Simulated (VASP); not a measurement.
WSe2:

```
CELL_PARAMETERS angstrom
3.27902 0.00000 0.00000
-1.63951 2.83971 0.00000
0.00000 0.00000 12.78851
ATOMIC_POSITIONS crystal
W 0.33333 0.66667 0.25000
W 0.66667 0.33333 0.75000
Se 0.33333 0.66667 0.61829
Se 0.66667 0.33333 0.11829
Se 0.33333 0.66667 0.88171
Se 0.66667 0.33333 0.38171
```

* Program: VASP 6.6.1
* Task: relaxation of cell and atoms
* Functional: r2SCAN
* Potentials or basis: VASP PAW PBE potentials, release 64 (W_sv, Se)
* Cutoff: 600 eV
* k mesh: 9 × 9 × 2
* Occupations: gaussian, width 0.02 eV
* Spin: no spin polarisation

At the start: pressure 2.3 GPa; volume 19.85 Å³/atom.

Problem. Where does the relaxation end?

Solution. Over 13 steps the energy falls by 19.3 meV/atom and the volume is 21.73 Å³/atom (+9.5 %); space group P6_3/mmc (No. 194, to 0.1 Å) before and after.

The path:
| step | energy change (eV) | largest force (eV/Å) | pressure (GPa) | volume (Å³) |
| --- | --- | --- | --- | --- |
| 1 | 0.0000 | 0.3112 | 2.31 | 119.08 |
| 2 | -0.0297 | 0.5594 | -2.15 | 124.07 |
| 3 | -0.0348 | 0.4922 | -0.97 | 122.65 |
| 4 | -0.0550 | 0.0627 | 0.77 | 123.50 |
| 5 | -0.0569 | 0.0656 | 0.37 | 123.31 |
| 6 | -0.0782 | 0.0448 | 0.28 | 124.45 |
| 7 | -0.1106 | 0.0126 | 0.33 | 127.77 |
| 8 | -0.1144 | 0.0299 | 0.43 | 129.10 |
| 9 | -0.1148 | 0.0384 | 0.49 | 129.80 |
| 10 | -0.1034 | 0.2801 | -1.92 | 132.28 |
| 11 | -0.1155 | 0.0242 | 0.01 | 130.28 |
| 12 | -0.1156 | 0.0119 | -0.01 | 130.46 |
| 13 | -0.1157 | 0.0041 | 0.00 | 130.38 |

Final structure:
```yaml
crystal:
  lattice:
    - [3.31772, 0.00000, 0.00000]
    - [-1.65886, 2.87323, 0.00000]
    - [0.00000, 0.00000, 13.67736]
  atoms:
    - { symbol: W, position: [0.33333, 0.66667, 0.25000] }
    - { symbol: W, position: [0.66667, 0.33333, 0.75000] }
    - { symbol: Se, position: [0.33333, 0.66667, 0.62840] }
    - { symbol: Se, position: [0.66667, 0.33333, 0.12840] }
    - { symbol: Se, position: [0.33333, 0.66667, 0.87160] }
    - { symbol: Se, position: [0.66667, 0.33333, 0.37160] }
```

Caveat: the PAW data sets were made with another functional, which shifts forces and pressure a little.
